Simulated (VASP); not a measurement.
# BiTe in VASP: a series of runs

The runs below take BiTe through single point, with r2SCAN, PBE, PBEsol.

Everything below comes from runs of VASP 6.6.1. Logs are shortened: lines on timing, memory, paths and dates and some standing lists are left out, and cuts for length are marked.

### Step 1. The cell of the first run

Symmetry: R3m, No. 160, trigonal system. Conventional cell: a = 4.845 Å, b = 4.845 Å, c = 9.952 Å, α = 90.00°, β = 90.00°, γ = 120.00°. Bi (site symmetry 3m) has 6 Te at 3.23 to 3.28 Å within 4.2 Å. Within 4.2 Å of Te (site symmetry 3m) lie 6 Bi at 3.23 to 3.28 Å.

### Step 2. Single point, r2SCAN

POSCAR

```
BiTe
1.0
    2.4227077728      1.3987509848      3.3172919545
   -2.4227077728      1.3987509848      3.3172919545
    0.0000000000     -2.7975019696      3.3172919545
Bi Te
1 1
Direct
    0.5000000000      0.5000000000      0.5000000000
    0.0050241784      0.0050241784      0.0050241784
```

INCAR.step1

```
PREC = Accurate
ENCUT = 550
ISMEAR = 0
SIGMA = 0.22
LREAL = False
LASPH = True
NELM = 120
NBANDS = 18
GGA = PE
ALGO = Normal
EDIFF = 1E-5
LWAVE = True
LCHARG = False
GGA_COMPAT = False
```

INCAR.step2

```
PREC = Accurate
ENCUT = 550
EDIFF = 1E-6
ISMEAR = 0
SIGMA = 0.22
LREAL = False
LASPH = True
NELM = 120
ALGO = Normal
ISIF = 2
LWAVE = False
LCHARG = False
METAGGA = R2SCAN
LMIXTAU = True
NBANDS = 18
ISTART = 1
GGA_COMPAT = False
```

KPOINTS

```
Automatic mesh
0
Gamma
  3 3 3
```

Potentials or basis: VASP PAW PBE potentials, release 64 (Bi_d, Te).

Command:

```
> cat potpaw_PBE.64/Bi_d/POTCAR potpaw_PBE.64/Te/POTCAR > POTCAR
> cp INCAR.step1 INCAR
> mpirun -np 1 vasp_std > vasp.out
> cp INCAR.step2 INCAR
> mpirun -np 1 vasp_std > vasp.out
```

OUTCAR:

```text
PREC = Accurate
   ENCUT = 550
   EDIFF = 1E-6
   ISMEAR = 0
   LREAL = False
   LASPH = True
   NELM = 120
   ISIF = 2
   METAGGA = R2SCAN
   ISTART = 1

 ion  position               nearest neighbor table
   1  0.500  0.500  0.500-   2 3.23   2 3.23   2 3.23   2 3.28   2 3.28   2 3.28
   2  0.005  0.005  0.005-   1 3.23   1 3.23   1 3.23   1 3.28   1 3.28   1 3.28

  LATTYP: Found a trigonal (rhomboedric) cell.
 ALAT       =     4.3394058558
 COS(alpha) =     0.3765932224

  Lattice vectors:

 A1 = (   2.4227077728,   1.3987509848,   3.3172919545)
 A2 = (  -2.4227077728,   1.3987509848,   3.3172919545)
 A3 = (   0.0000000000,  -2.7975019696,   3.3172919545)

Analysis of symmetry for initial positions (statically):
=====================================================================
 Subroutine PRICEL returns:
 Original cell was already a primitive cell.

 Routine SETGRP: Setting up the symmetry group for a
 trigonal (rhombohedral) supercell.

 Subroutine GETGRP returns: Found  6 space group operations
 (whereof  6 operations were pure point group operations)
 out of a pool of 12 trial point group operations.

The static configuration has the point symmetry C_3v.

Analysis of symmetry for dynamics (positions and initial velocities):
=====================================================================
 Subroutine PRICEL returns:
 Original cell was already a primitive cell.

 Routine SETGRP: Setting up the symmetry group for a
 trigonal (rhombohedral) supercell.

 Subroutine GETGRP returns: Found  6 space group operations
 (whereof  6 operations were pure point group operations)
 out of a pool of 12 trial point group operations.

The dynamic configuration has the point symmetry C_3v.

 Subroutine INISYM returns: Found  6 space group operations
 (whereof  6 operations are pure point group operations),
 and found     1 'primitive' translations

----------------------------------------------------------------------------------------

                                     Primitive cell

  volume of cell :      67.4491

  direct lattice vectors                    reciprocal lattice vectors
     2.422707773  1.398750985  3.317291954     0.206380648  0.119153923  0.100483568
    -2.422707773  1.398750985  3.317291954    -0.206380648  0.119153923  0.100483568
     0.000000000 -2.797501970  3.317291954     0.000000000 -0.238307845  0.100483568

  length of vectors
     4.339405856  4.339405856  4.339405856     0.258626326  0.258626326  0.258626326

  position of ions in fractional coordinates (direct lattice)
     0.500000000  0.500000000  0.500000000
     0.005024178  0.005024178  0.005024178

  ion indices of the primitive-cell ions
   primitive index   ion index
                 1           1
                 2           2

----------------------------------------------------------------------------------------

 KPOINTS: Automatic mesh

Automatic generation of k-mesh.
 Grid dimensions read from file:
 generate k-points for:    3    3    3

 Generating k-lattice:

  Cartesian coordinates                     Fractional coordinates (reciprocal lattice)
     0.068793549  0.039717974  0.033494523     0.333333333 -0.000000000  0.000000000
    -0.068793549  0.039717974  0.033494523    -0.000000000  0.333333333  0.000000000
     0.000000000 -0.079435948  0.033494523     0.000000000  0.000000000  0.333333333

  Length of vectors
     0.086208775  0.086208775  0.086208775

  Shift w.r.t. Gamma in fractional coordinates (k-lattice)
     0.000000000  0.000000000  0.000000000

 Subroutine IBZKPT returns following result:
 ===========================================

 Found      6 irreducible k-points:

 Following reciprocal coordinates:
            Coordinates               Weight
  0.000000  0.000000  0.000000      1.000000
  0.333333 -0.000000  0.000000      6.000000
  0.333333  0.333333  0.000000      6.000000
 -0.333333  0.333333  0.000000      6.000000
  0.333333  0.333333  0.333333      2.000000
 -0.333333  0.333333  0.333333      6.000000
   k-points           NKPTS =      6   k-points in BZ     NKDIM =      6   number of bands    NBANDS=     18
   number of dos      NEDOS =    301   number of ions     NIONS =      2
   total plane-waves  NPLWV =  46656
   dimension x,y,z NGX =    36 NGY =   36 NGZ =   36
   dimension x,y,z NGXF=    72 NGYF=   72 NGZF=   72
   ions per type =               1   1
   NGX,Y,Z   is equivalent  to a cutoff of  13.79, 13.79, 13.79 a.u.
   NGXF,Y,Z  is equivalent  to a cutoff of  27.58, 27.58, 27.58 a.u.
 SYSTEM =  unknown system
   PREC   = accura    normal or accurate (medium, high low for compatibility)
   ISTART =      1    job   : 0-new  1-cont  2-samecut
   ICHARG =      0    charge: 1-file 2-atom 10-const
   ISPIN  =      1    spin polarized calculation?
   LNONCOLLINEAR =      F non collinear calculations
   LSORBIT =      F    spin-orbit coupling
   LASPH  =      T    aspherical Exc in radial PAW
   ENCUT  =  550.0 eV  40.42 Ry    6.36 a.u.   8.30  8.30  8.30*2*pi/ulx,y,z
   NELM   =    120;   NELMIN=  2; NELMDL=  0     # of ELM steps
   EDIFF  = 0.1E-05   stopping-criterion for ELM
   LREAL  =      F    real-space projection
   EDIFFG = 0.1E-04   stopping-criterion for IOM
   NSW    =      0    number of steps for IOM
   IBRION =     -1    ionic relax: 0-MD 1-quasi-New 2-CG
   NFREE  =      0    steps in history (QN), initial steepest desc. (CG)
   ISIF   =      2    stress and relaxation
   ISYM   =      2    0-nonsym 1-usesym 2-fastsym
   POTIM  = 0.5000    time-step for ionic-motion
   TEBEG  =    0.0;   TEEND  =   0.0 temperature during run
   PSTRESS=    0.0 pullay stress
   NELECT =      21.0000    total number of electrons
   NUPDOWN=      -1.0000    fix difference up-down
   EMIN   =  10.00;   EMAX   =-10.00  energy-range for DOS
   EFERMI =   0.00;   METHOD = LEGACY
   ISMEAR =     0;   SIGMA  =   0.22  broadening in eV -4-tet -1-fermi 0-gaus
   EFERMI_NEDOS =   21; number of points for ismear=-14 and -15
   IALGO  =     38    algorithm
   IMIX   =      4    mixing-type and parameters
     AMIX     =   0.40;   BMIX     =  1.00
     AMIX_MAG =   1.60;   BMIX_MAG =  1.00
  volume/ion in A,a.u.               =      33.72       227.58
  Fermi-wavevector in a.u.,A,eV,Ry     =   1.109573  2.096789 16.750837  1.231152
  Thomas-Fermi vector in A             =   2.246114
   LORBIT       =      0    0 simple, 1 ext, 2 COOP (PROOUT), +10 PAW based schemes
   METAGGA = R2SCAN    functional components
   LHFCALC =     F    Hartree Fock is set to
   AEXX    =    0.0000 exact exchange contribution
   IVDW    =     0    specifies the selected vdW correction
   LEPSILON=     F    determine dielectric tensor
   LRPA    =     F    only Hartree local field effects (RPA)
 non-spin polarized calculation
 Gauss-broadening in eV      SIGMA  =   0.22
  energy-cutoff  :      550.00
  volume of cell :       67.45
 maximum number of plane-waves:      1985
 NGX is ok and might be reduce to    36
   NGX = 17   NGY = 17   NGZ = 17

 number of electron      21.0000006 magnetization

 Free energy of the ion-electron system (eV)
  ---------------------------------------------------
  ext. energy  EPLUGINS =         0.00000000
  ---------------------------------------------------
  free energy    TOTEN  =       -83.98825627 eV

  energy without entropy =      -83.95976997  energy(sigma->0) =      -83.97401312

 E-fermi :   6.7159     XC(G=0): -10.0408

 val. band max:        6.4286807939   @ k =   0.3333  -0.0000   0.0000
 cond. band min:       6.8053095508   @ k =   0.3333  -0.0000   0.0000
 fundamental gap:      0.3766287568
 Fermi energy:         6.7159070490

 k-point     1 :       0.0000    0.0000    0.0000
  band No.  band energies     occupation
      1     -17.4103      2.00000
      2     -17.4103      2.00000
      3     -17.3583      2.00000
      4     -17.3583      2.00000
      5     -17.3273      2.00000
      6      -7.5039      2.00000
      7      -1.8712      2.00000
      8       3.4265      2.00000
      9       3.4265      2.00000
     10       4.7714      2.00000
     11       8.5127      0.00000
     12       9.2439      0.00000
     13       9.2439      0.00000
     14      11.0335      0.00000
     15      11.0335      0.00000
     16      13.4772      0.00000
     17      13.6966      0.00000
     18      13.8186      0.00000

 k-point     2 :       0.3333   -0.0000    0.0000
  band No.  band energies     occupation
      1     -17.4108      2.00000
      2     -17.4093      2.00000
      3     -17.3624      2.00000
      4     -17.3523      2.00000
      5     -17.3252      2.00000
      6      -6.5234      2.00000
      7      -3.9091      2.00000
      8       4.0802      2.00000
      9       4.4402      2.00000
     10       4.9551      2.00000
     11       6.4287      1.93516
     12       6.8053      0.56549
     13       7.5060      0.00000
     14      12.4595      0.00000
     15      12.5525      0.00000
     16      15.1092      0.00000
     17      15.9056      0.00000
     18      16.9408      0.00000

 k-point     3 :       0.3333    0.3333    0.0000
  band No.  band energies     occupation
      1     -17.4163      2.00000
      2     -17.4070      2.00000
      3     -17.3619      2.00000
      4     -17.3460      2.00000
      5     -17.3257      2.00000
      6      -6.2528      2.00000
      7      -3.4102      2.00000
      8       2.1591      2.00000
      9       2.2556      2.00000
     10       3.3261      2.00000
     11       8.8425      0.00000
     12       9.4319      0.00000
     13       9.8433      0.00000
     14      10.0083      0.00000
     15      14.9205      0.00000
     16      15.1451      0.00000
     17      15.3578      0.00000
     18      15.8057      0.00000

 k-point     4 :      -0.3333    0.3333    0.0000
  band No.  band energies     occupation
      1     -17.4132      2.00000
      2     -17.4088      2.00000
      3     -17.3618      2.00000
      4     -17.3479      2.00000
      5     -17.3248      2.00000
      6      -5.2208      2.00000
      7      -4.8869      2.00000
      8       1.3192      2.00000
      9       3.5500      2.00000
     10       3.8445      2.00000
     11       7.7484      0.00000
     12       8.1991      0.00000
     13      10.6271      0.00000
     14      11.1627      0.00000
     15      14.5885      0.00000
     16      15.2665      0.00000
     17      15.9935      0.00000
     18      18.1005      0.00000

 k-point     5 :       0.3333    0.3333    0.3333
  band No.  band energies     occupation
      1     -17.4140      2.00000
      2     -17.4140      2.00000
      3     -17.3483      2.00000
      4     -17.3483      2.00000
      5     -17.3291      2.00000
      6      -6.3015      2.00000
      7      -3.4817      2.00000
      8       3.7038      2.00000
      9       3.7038      2.00000
     10       4.4291      2.00000
     11       5.7625      2.00000
     12       6.2046      1.99899
     13       6.2046      1.99899
     14      12.6061      0.00000
     15      13.7231      0.00000
     16      13.7231      0.00000
     17      18.1794      0.00000
     18      19.0190      0.00000

 k-point     6 :      -0.3333    0.3333    0.3333
  band No.  band energies     occupation
      1     -17.4160      2.00000
      2     -17.4102      2.00000
      3     -17.3513      2.00000
      4     -17.3489      2.00000
      5     -17.3270      2.00000
      6      -5.0624      2.00000
      7      -4.7206      2.00000
      8       1.4747      2.00000
      9       2.8725      2.00000
     10       3.2408      2.00000
     11       7.3767      0.00002
     12       7.5840      0.00000
     13      10.4770      0.00000
     14      13.0096      0.00000
     15      13.5621      0.00000
     16      14.4706      0.00000
     17      16.5146      0.00000
     18      18.7856      0.00000

------------------------ aborting loop because EDIFF is reached ----------------------------------------

  FORCE on cell =-STRESS in cart. coord.  units (eV):
  Direction    XX          YY          ZZ          XY          YZ          ZX
  --------------------------------------------------------------------------------------
  -------------------------------------------------------------------------------------
  Total       -0.5446614     -0.5446614      0.0329851      0.0000000      0.0000000     -0.0000000
  in kB      -12.9378110    -12.9378110      0.7835236      0.0000000      0.0000000     -0.0000000
  external PRESSURE =      -8.3640328 kB  Pullay stress =       0.0000000 kB

 VOLUME and BASIS-vectors are now :
 -----------------------------------------------------------------------------
  energy-cutoff  :      550.00
  volume of cell :       67.45
      direct lattice vectors                 reciprocal lattice vectors
     2.422707773  1.398750985  3.317291954     0.206380648  0.119153923  0.100483568
    -2.422707773  1.398750985  3.317291954    -0.206380648  0.119153923  0.100483568
     0.000000000 -2.797501970  3.317291954     0.000000000 -0.238307845  0.100483568

 POSITION                                       TOTAL-FORCE (eV/Angst)
 -----------------------------------------------------------------------------------
      0.00000      0.00000      4.97594         0.000000      0.000000      0.050020
      0.00000      0.00000      0.05000         0.000000      0.000000     -0.050020
 -----------------------------------------------------------------------------------
    total drift:                               -0.000000      0.000000      0.000063

  FREE ENERGIE OF THE ION-ELECTRON SYSTEM (eV)
  ---------------------------------------------------
  free  energy   TOTEN  =       -83.9882562696 eV

  energy  without entropy=      -83.9597699688  energy(sigma->0) =      -83.97401312
```

Wall time 37 s (1 thread of Intel Xeon 6975P-C, shared host); peak memory 0.22 GiB.

What came out:

```
Free energy   : -83.9883 eV
Pressure      : -0.8 GPa
Largest force : 0.050 eV/Å
```

Forces on the atoms (eV/Å):
```
Bi   0.000  0.000  0.050
Te   0.000  0.000 -0.050
```

Caveat: the k points lie up to 0.54 Å⁻¹ apart; the PAW data sets were made with another functional, which shifts forces and pressure a little; spin-orbit coupling is left out, which moves the levels of the heavy elements.

### Step 3. Single point, PBE

This run uses another cell than the first one, of 28.83 Å³/atom, 0.855 times its volume.

INCAR

```
SYSTEM = BiTe
PREC     = Accurate       ! precision mode
ENCUT    = 500            ! plane-wave cutoff, eV
EDIFF    = 1E-6           ! SCF threshold, eV
ISMEAR   = 1              ! smearing method
SIGMA    = 0.013          ! smearing width, eV
LREAL    = .False.        ! projectors in reciprocal space
LASPH    = .True.         ! aspherical terms in the spheres
NELM     = 120            ! most SCF steps
ALGO     = Normal         ! electronic algorithm
ISIF     = 2              ! what is computed and relaxed
LWAVE    = .False.        ! write WAVECAR
LCHARG   = .False.        ! write CHGCAR
GGA      = PE             ! functional
NBANDS   = 18             ! bands
GGA_COMPAT= .False.
```

KPOINTS

```
regular mesh
0
Gamma
  4 4 4
  0 0 0
```

POSCAR

```
BiTe
1.0
    2.2994452366      1.3275853263      3.1485147605
   -2.2994452366      1.3275853263      3.1485147605
    0.0000000000     -2.6551706526      3.1485147605
Bi Te
1 1
Direct
    0.5000000000      0.5000000000      0.5000000000
    0.0000000000      0.0000000000      0.0000000000
```

Potentials or basis: VASP PAW PBE potentials, release 64 (Bi_d, Te).

Command:

```
> cat potpaw_PBE.64/Bi_d/POTCAR potpaw_PBE.64/Te/POTCAR > POTCAR
> mpirun -np 1 vasp_std > vasp.out
```

Run time: 12 s. Hardware: 1 thread of Intel Xeon 6975P-C, shared host; peak memory 0.17 GiB.

It converged, with:

| Quantity | Value |
| --- | --- |
| Free energy | -6.9228 eV |
| Pressure | 11.0 GPa |

Stress tensor (GPa, compression positive):
```
12.08  0.00  0.00
 0.00 12.08  0.00
 0.00  0.00  8.98
```

Levels at points of the mesh, in eV from the Fermi level:
| k point | band 8 | band 9 | band 10 | band 11 | band 12 | band 13 |
| --- | --- | --- | --- | --- | --- | --- |
| (0.00, 0.00, 0.00) | -3.49 | -3.49 | -1.93 | 2.19 | 2.85 | 2.85 |
| (0.50, 0.00, 0.00) | -2.23 | -2.07 | -1.14 | -0.93 | -0.91 | 0.37 |
| (0.50, 0.50, 0.00) | -6.79 | -5.42 | -4.00 | 1.80 | 3.67 | 4.24 |
| (0.50, 0.50, 0.50) | -2.85 | -2.85 | -2.47 | -1.90 | -1.72 | -1.72 |

Caveat: the k points lie up to 0.43 Å⁻¹ apart; spin-orbit coupling is left out, which moves the levels of the heavy elements.

(Part 1 of 2 ends here.)
